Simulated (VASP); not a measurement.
# TiSi2 (Fddd) in VASP: a series of runs

Aim: see how the results for TiSi2 move with the level of theory and the settings. Levels: PBEsol, PBE, BLYP, revPBE+D4. Tasks: single point.

All numbers are computed with VASP 6.6.1; they aren't measurements. Logs are shortened: lines on timing, memory, paths and dates and some standing lists are left out, and cuts for length are marked.

## Step 1: The cell of the first run

The structure is orthorhombic, space group Fddd (No. 70). The conventional cell has a = 4.873 Å, b = 8.397 Å, c = 8.693 Å, α = 90.00°, β = 90.00°, γ = 90.00°. Ti (site symmetry 222) has 10 Si at 2.60 to 2.83 Å and 4 Ti at 3.26 Å within 3.4 Å. Si (site symmetry 2) has 9 Si at 2.57 to 3.26 Å and 5 Ti at 2.60 to 2.83 Å within 3.4 Å.

## Step 2: Single point, PBEsol (volume scaled by 1.06)

Input file INCAR:

```
SYSTEM = TiSi2
PREC = Accurate ; ENCUT = 520
EDIFF = 1E-7 ; ISMEAR = -1
SIGMA = 0.05 ; LREAL = .FALSE.
LASPH = .TRUE. ; NELM = 100
ALGO = Normal ; ISIF = 2
LWAVE = .FALSE. ; LCHARG = .FALSE.
GGA = PS ; NBANDS = 29
```

Input file KPOINTS:

```
regular mesh
0
G
  7 7 7
  0 0 0
```

Input file POSCAR:

```
TiSi2
1.0
    0.0000000000      4.1982724224      4.3465052936
    2.4363770274      0.0000000000      4.3465052936
    2.4363770274      4.1982724224      0.0000000000
Ti Si
2 4
Direct
    0.7500000000      0.7500000000      0.7500000000
    0.5000000000      0.5000000000      0.5000000000
    0.4125656100      0.0874343900      0.4125656100
    0.0874343900      0.4125656100      0.0874343900
    0.1625656100      0.8374343900      0.1625656100
    0.8374343900      0.1625656100      0.8374343900
```

Potentials or basis: VASP PAW PBE potentials, release 64 (Ti_sv, Si).

Run with:

```bash
> cat potpaw_PBE.64/Ti_sv/POTCAR potpaw_PBE.64/Si/POTCAR > POTCAR
> mpirun -np 1 vasp_std > vasp.out
```

OUTCAR:

```text
SYSTEM = TiSi2
   PREC = Accurate
   ENCUT = 520
   EDIFF = 1E-7
   ISMEAR = -1
   LREAL = .FALSE.
   LASPH = .TRUE.
   NELM = 100
   ISIF = 2
   GGA = PS

 ion  position               nearest neighbor table
   1  0.750  0.750  0.750-   6 2.60   5 2.60   6 2.60   5 2.60   3 2.79   3 2.79   4 2.79   4 2.79
                             3 2.83   4 2.83
   2  0.500  0.500  0.500-   4 2.60   3 2.60   4 2.60   3 2.60   5 2.79   5 2.79   6 2.79   6 2.79
                             5 2.83   6 2.83
   3  0.413  0.087  0.413-   6 2.57   6 2.57   2 2.60   2 2.60   4 2.73   1 2.79   1 2.79   1 2.83
                             4 2.84   4 2.84
   4  0.087  0.413  0.087-   5 2.57   5 2.57   2 2.60   2 2.60   3 2.73   1 2.79   1 2.79   1 2.83
                             3 2.84   3 2.84
   5  0.163  0.837  0.163-   4 2.57   4 2.57   1 2.60   1 2.60   6 2.73   2 2.79   2 2.79   2 2.83
                             6 2.84   6 2.84
   6  0.837  0.163  0.837-   3 2.57   3 2.57   1 2.60   1 2.60   5 2.73   2 2.79   2 2.79   2 2.83
                             5 2.84   5 2.84

  LATTYP: Found a face centered orthorhombic cell.
 ALAT       =     4.8727540548
 B/A-ratio  =     1.7231620456
 C/A-ratio  =     1.7840035613

  Lattice vectors:

 A1 = (   0.0000000000,   4.1982724224,   4.3465052936)
 A2 = (   2.4363770274,   0.0000000000,   4.3465052936)
 A3 = (   2.4363770274,   4.1982724224,   0.0000000000)

Analysis of symmetry for initial positions (statically):
=====================================================================
 Subroutine PRICEL returns:
 Original cell was already a primitive cell.

 Routine SETGRP: Setting up the symmetry group for a
 face centered orthorhombic supercell.

 Subroutine GETGRP returns: Found  8 space group operations
 (whereof  4 operations were pure point group operations)
 out of a pool of  8 trial point group operations.

The static configuration has the point symmetry D_2 .
 The point group associated with its full space group is D_2h.

Analysis of symmetry for dynamics (positions and initial velocities):
=====================================================================
 Subroutine PRICEL returns:
 Original cell was already a primitive cell.

 Routine SETGRP: Setting up the symmetry group for a
 face centered orthorhombic supercell.

 Subroutine GETGRP returns: Found  8 space group operations
 (whereof  4 operations were pure point group operations)
 out of a pool of  8 trial point group operations.

The dynamic configuration has the point symmetry D_2 .
 The point group associated with its full space group is D_2h.

 Subroutine INISYM returns: Found  8 space group operations
 (whereof  4 operations are pure point group operations),
 and found     1 'primitive' translations

----------------------------------------------------------------------------------------

                                     Primitive cell

  volume of cell :      88.9171

  direct lattice vectors                    reciprocal lattice vectors
     0.000000000  4.198272422  4.346505294    -0.205222753  0.119096607  0.115034946
     2.436377027  0.000000000  4.346505294     0.205222753 -0.119096607  0.115034946
     2.436377027  4.198272422  0.000000000     0.205222753  0.119096607 -0.115034946

  length of vectors
     6.042979365  4.982774457  4.854011161     0.263691901  0.263691901  0.263691901

  position of ions in fractional coordinates (direct lattice)
     0.750000000  0.750000000  0.750000000
     0.500000000  0.500000000  0.500000000
     0.412565610  0.087434390  0.412565610
     0.087434390  0.412565610  0.087434390
     0.162565610  0.837434390  0.162565610
     0.837434390  0.162565610  0.837434390

  ion indices of the primitive-cell ions
   primitive index   ion index
                 1           1
                 2           2
                 3           3
                 4           4
                 5           5
                 6           6

----------------------------------------------------------------------------------------

 KPOINTS: regular mesh

Automatic generation of k-mesh.
 Grid dimensions read from file:
 generate k-points for:    7    7    7

 Generating k-lattice:

  Cartesian coordinates                     Fractional coordinates (reciprocal lattice)
    -0.029317536  0.017013801  0.016433564     0.142857143 -0.000000000  0.000000000
     0.029317536 -0.017013801  0.016433564    -0.000000000  0.142857143  0.000000000
     0.029317536  0.017013801 -0.016433564     0.000000000  0.000000000  0.142857143

  Length of vectors
     0.037670272  0.037670272  0.037670272

  Shift w.r.t. Gamma in fractional coordinates (k-lattice)
     0.000000000  0.000000000  0.000000000

 Subroutine IBZKPT returns following result:
 ===========================================

 Found     64 irreducible k-points:

 Following reciprocal coordinates:
            Coordinates               Weight
  0.000000  0.000000  0.000000      1.000000
  0.142857  0.000000 -0.000000      8.000000
  0.285714  0.000000 -0.000000      8.000000
  0.428571  0.000000 -0.000000      8.000000
  0.142857  0.142857  0.000000      2.000000
  0.285714  0.142857 -0.000000      8.000000
[... 16 lines left out ...]
  0.000000  0.142857  0.142857      2.000000
  0.285714  0.142857  0.142857      4.000000
 [... further k-points ...]
   k-points           NKPTS =     64   k-points in BZ     NKDIM =     64   number of bands    NBANDS=     29
   number of dos      NEDOS =    301   number of ions     NIONS =      6
   total plane-waves  NPLWV =  69120
   dimension x,y,z NGX =    48 NGY =   40 NGZ =   36
   dimension x,y,z NGXF=    96 NGYF=   80 NGZF=   72
   ions per type =               2   4
   NGX,Y,Z   is equivalent  to a cutoff of  13.21, 13.35, 12.33 a.u.
   NGXF,Y,Z  is equivalent  to a cutoff of  26.41, 26.69, 24.66 a.u.
 SYSTEM =  TiSi2
   PREC   = accura    normal or accurate (medium, high low for compatibility)
   ISTART =      0    job   : 0-new  1-cont  2-samecut
   ICHARG =      2    charge: 1-file 2-atom 10-const
   ISPIN  =      1    spin polarized calculation?
   LNONCOLLINEAR =      F non collinear calculations
   LSORBIT =      F    spin-orbit coupling
   LASPH  =      T    aspherical Exc in radial PAW
   ENCUT  =  520.0 eV  38.22 Ry    6.18 a.u.  11.24  9.26  9.03*2*pi/ulx,y,z
   NELM   =    100;   NELMIN=  2; NELMDL= -5     # of ELM steps
   EDIFF  = 0.1E-06   stopping-criterion for ELM
   LREAL  =      F    real-space projection
   EDIFFG = 0.1E-05   stopping-criterion for IOM
   NSW    =      0    number of steps for IOM
   IBRION =     -1    ionic relax: 0-MD 1-quasi-New 2-CG
   NFREE  =      0    steps in history (QN), initial steepest desc. (CG)
   ISIF   =      2    stress and relaxation
   ISYM   =      2    0-nonsym 1-usesym 2-fastsym
   POTIM  = 0.5000    time-step for ionic-motion
   TEBEG  =    0.0;   TEEND  =   0.0 temperature during run
   PSTRESS=    0.0 pullay stress
   NELECT =      40.0000    total number of electrons
   NUPDOWN=      -1.0000    fix difference up-down
   EMIN   =  10.00;   EMAX   =-10.00  energy-range for DOS
   EFERMI =   0.00;   METHOD = LEGACY
   ISMEAR =    -1;   SIGMA  =   0.05  broadening in eV -4-tet -1-fermi 0-gaus
   EFERMI_NEDOS =   21; number of points for ismear=-14 and -15
   IALGO  =     38    algorithm
   IMIX   =      4    mixing-type and parameters
     AMIX     =   0.40;   BMIX     =  1.00
     AMIX_MAG =   1.60;   BMIX_MAG =  1.00
  volume/ion in A,a.u.               =      14.82       100.01
  Fermi-wavevector in a.u.,A,eV,Ry     =   1.254391  2.370456 21.408736  1.573498
  Thomas-Fermi vector in A             =   2.388199
   LORBIT       =      0    0 simple, 1 ext, 2 COOP (PROOUT), +10 PAW based schemes
   GGA     = PS    functional components
   LHFCALC =     F    Hartree Fock is set to
   AEXX    =    0.0000 exact exchange contribution
   IVDW    =     0    specifies the selected vdW correction
   LEPSILON=     F    determine dielectric tensor
   LRPA    =     F    only Hartree local field effects (RPA)
 non-spin polarized calculation
  energy-cutoff  :      520.00
  volume of cell :       88.92
 maximum number of plane-waves:      2412
 NGX is ok and might be reduce to    48
   NGX = 23   NGY = 19   NGZ = 19

 number of electron      39.9999999 magnetization

 Free energy of the ion-electron system (eV)
  ---------------------------------------------------
  ext. energy  EPLUGINS =         0.00000000
  ---------------------------------------------------
  free energy    TOTEN  =       -43.48847724 eV

  energy without entropy =      -43.46672592  energy(sigma->0) =      -43.47760158

 E-fermi :   9.4074     XC(G=0): -11.5652

 val. band max:        9.4045377556   @ k =  -0.4286   0.1429   0.0000
 cond. band min:       9.4164645307   @ k =  -0.1429   0.1429   0.2857
 fundamental gap:      0.0119267751
 Fermi energy:         9.4074498441

 k-point     1 :       0.0000    0.0000    0.0000
  band No.  band energies     occupation
      1     -46.7894      2.00000
      2     -46.7672      2.00000
      3     -23.2492      2.00000
      4     -23.2343      2.00000
      5     -23.1606      2.00000
      6     -23.1568      2.00000
[... 21 lines left out ...]
     28      12.9340      0.00000
     29      12.9530      0.00000

 k-point     2 :       0.1429    0.0000   -0.0000
  band No.  band energies     occupation
      1     -46.7886      2.00000
      2     -46.7680      2.00000
      3     -23.2485      2.00000
      4     -23.2335      2.00000
      5     -23.1689      2.00000
      6     -23.1517      2.00000
[... 21 lines left out ...]
     28      13.0656      0.00000
     29      13.1108      0.00000

 k-point     3 :       0.2857    0.0000   -0.0000
  band No.  band energies     occupation
      1     -46.7864      2.00000
      2     -46.7701      2.00000
      3     -23.2494      2.00000
      4     -23.2284      2.00000
      5     -23.1831      2.00000
      6     -23.1476      2.00000
[... 21 lines left out ...]
     28      13.1897      0.00000
     29      13.5879      0.00000

 k-point     4 :       0.4286    0.0000   -0.0000
  band No.  band energies     occupation
      1     -46.7841      2.00000
      2     -46.7723      2.00000
      3     -23.2512      2.00000
      4     -23.2199      2.00000
      5     -23.1974      2.00000
      6     -23.1461      2.00000
[... 21 lines left out ...]
     28      13.3595      0.00000
     29      13.7829      0.00000

 k-point     5 :       0.1429    0.1429    0.0000
  band No.  band energies     occupation
      1     -46.7883      2.00000
      2     -46.7683      2.00000
      3     -23.2469      2.00000
      4     -23.2298      2.00000
      5     -23.1760      2.00000
      6     -23.1464      2.00000
[... 21 lines left out ...]
     28      13.1391      0.00000
     29      13.3555      0.00000
[... 510 lines left out ...]
     28      13.1015      0.00000
     29      13.6320      0.00000

 k-point    22 :      -0.1429   -0.0000    0.1429
  band No.  band energies     occupation
      1     -46.7872      2.00000
      2     -46.7693      2.00000
      3     -23.2489      2.00000
      4     -23.2343      2.00000
      5     -23.1743      2.00000
      6     -23.1514      2.00000
[... 21 lines left out ...]
     28      13.0036      0.00000
     29      13.4903      0.00000

 k-point    23 :       0.0000    0.1429    0.1429
  band No.  band energies     occupation
      1     -46.7882      2.00000
      2     -46.7683      2.00000
      3     -23.2512      2.00000
      4     -23.2393      2.00000
      5     -23.1603      2.00000
      6     -23.1521      2.00000
[... 21 lines left out ...]
     28      13.0874      0.00000
     29      13.8953      0.00000

 k-point    24 :       0.2857    0.1429    0.1429
  band No.  band energies     occupation
      1     -46.7873      2.00000
      2     -46.7693      2.00000
      3     -23.2481      2.00000
      4     -23.2232      2.00000
      5     -23.1852      2.00000
      6     -23.1493      2.00000
[... 21 lines left out ...]
     28      13.1623      0.00000
     29      13.3093      0.00000

 [... further k-points ...]
[... 5 lines left out ...]
  --------------------------------------------------------------------------------------
  -------------------------------------------------------------------------------------
  Total       -4.9667997     -5.1053568     -5.4694421      0.0000000      0.0000000      0.0000000
  in kB      -89.4956464    -91.9922747    -98.5526469      0.0000000      0.0000000      0.0000000
  external PRESSURE =     -93.3468560 kB  Pullay stress =       0.0000000 kB

 VOLUME and BASIS-vectors are now :
 -----------------------------------------------------------------------------
  energy-cutoff  :      520.00
  volume of cell :       88.92
      direct lattice vectors                 reciprocal lattice vectors
     0.000000000  4.198272422  4.346505294    -0.205222753  0.119096607  0.115034946
     2.436377027  0.000000000  4.346505294     0.205222753 -0.119096607  0.115034946
     2.436377027  4.198272422  0.000000000     0.205222753  0.119096607 -0.115034946

 POSITION                                       TOTAL-FORCE (eV/Angst)
 -----------------------------------------------------------------------------------
      3.65457      6.29741      6.51976         0.000000      0.000000     -0.000000
      2.43638      4.19827      4.34651        -0.000000     -0.000000      0.000000
      1.21819      3.46413      2.17325        -0.000000      0.017231      0.000000
      1.21819      0.73415      2.17325        -0.000000     -0.017231      0.000000
      2.43638      1.36499      4.34651         0.000000      0.017231      0.000000
      2.43638      7.03156      4.34651         0.000000     -0.017231      0.000000
 -----------------------------------------------------------------------------------
    total drift:                               -0.000000     -0.000000     -0.000000

  FREE ENERGIE OF THE ION-ELECTRON SYSTEM (eV)
  ---------------------------------------------------
  free  energy   TOTEN  =       -43.4884772383 eV

  energy  without entropy=      -43.4667259183  energy(sigma->0) =      -43.47760158
```

Wall time 91 s (1 thread of Intel Xeon Platinum 8559C (Emerald Rapids), shared host); peak memory 0.33 GiB.

Results:

| Property | Result |
| --- | --- |
| Free energy | -43.4885 eV |
| Pressure | -9.3 GPa |
| Largest force | 0.017 eV/Å |
| Band gap on the k mesh | zero (band 20 reaches 10.08 eV, above the bottom of band 21 at 8.36 eV) |

Forces in eV/Å, atoms in the order of the input:
```
Ti   0.000  0.000  0.000
Ti   0.000  0.000  0.000
Si   0.000  0.017  0.000
Si   0.000 -0.017  0.000
Si   0.000  0.017  0.000
Si   0.000 -0.017  0.000
```

Stress tensor (GPa, compression positive):
```
-8.95  0.00  0.00
 0.00 -9.20  0.00
 0.00  0.00 -9.86
```

Caveat: the cell differs from its parent crystal (volume scaled by 1.06); the PAW data sets were made with another functional, which shifts forces and pressure a little.

## Step 3: Single point, PBE

This run uses another cell than the first one, of 14.17 Å³/atom, 0.956 times its volume.

Input file INCAR:

```
SYSTEM = TiSi2
PREC = Accurate
ENCUT = 520
EDIFF = 1E-6
ISMEAR = -1
SIGMA = 0.05
LREAL = .FALSE.
LASPH = .TRUE.
NELM = 60
ALGO = Normal
ISIF = 2
LWAVE = .FALSE.
LCHARG = .FALSE.
GGA = PE
NBANDS = 29
```

KPOINTS is that of step 2.

Input file POSCAR:

```
TiSi2
1.0
    0.0000000000      4.1236645359      4.2890152237
    2.4029342491      0.0000000000      4.2890152237
    2.4029342491      4.1236645359      0.0000000000
Ti Si
2 4
Direct
    0.7500000000      0.7500000000      0.7500000000
    0.5000000000      0.5000000000      0.5000000000
    0.4127754596      0.0872245404      0.4127754596
    0.0872245404      0.4127754596      0.0872245404
    0.1627754596      0.8372245404      0.1627754596
    0.8372245404      0.1627754596      0.8372245404
```

Potentials or basis: VASP PAW PBE potentials, release 64 (Ti_sv, Si).

Run with:

```bash
> cat potpaw_PBE.64/Ti_sv/POTCAR potpaw_PBE.64/Si/POTCAR > POTCAR
> mpirun -np 1 vasp_std > vasp.out
```

Run time: 2.8 min. Hardware: 1 thread of Intel Xeon Platinum 8375C at 2.90GHz (Ice Lake), shared host; peak memory 0.31 GiB.

It converged, with:

| Item | Value |
| --- | --- |
| Free energy | -40.7006 eV |
| Pressure | 0.0 GPa |
| Band gap on the k mesh | zero (band 20 reaches 10.74 eV, above the bottom of band 21 at 8.96 eV) |

Levels at points of the mesh, in eV from the Fermi level:
```csv
k point,band 16,band 17,band 18,band 19,band 20,band 21,band 22,band 23,band 24,band 25
"(0.00, 0.00, 0.00)",-2.52,-2.26,-2.05,-1.77,-1.33,-0.90,2.03,3.06,3.26,3.37
```

(Part 1 of 2 ends here.)
